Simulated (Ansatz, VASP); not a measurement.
## One calculation of Sb, two programs

```
Sb
1.0
     3.16000    0.00000    0.00000
     0.00000    3.16000    0.00000
     0.00000    0.00000    3.16000
Sb
1
Direct
  0.00000 0.00000 0.00000
```

Alike in both runs: task electric field gradients; functional PBE; k mesh 8 × 8 × 8; occupations fermi-dirac, width 0.05 eV; no spin polarisation.

```csv
,VASP,Ansatz
version,VASP 6.6.1,Ansatz 0.2.0
potentials or method,"VASP PAW PBE potentials, release 64 (Sb), cutoff 400 eV",all-electron PAW datasets made for the crystal
```

Ansatz gave:

```
gap on the k mesh at the Fermi level (eV) : none
pressure (GPa)                            : -2.2
```

**Question.** What did VASP give for the same quantities?

**Answer.** gap on the k mesh at the Fermi level (eV): none; pressure (GPa): -2.3.

A gap of «none» marks a metal or a gap that the smearing closes. Ansatz ran all-electron here, and VASP with PAW potentials.

Spin-orbit coupling is off throughout.
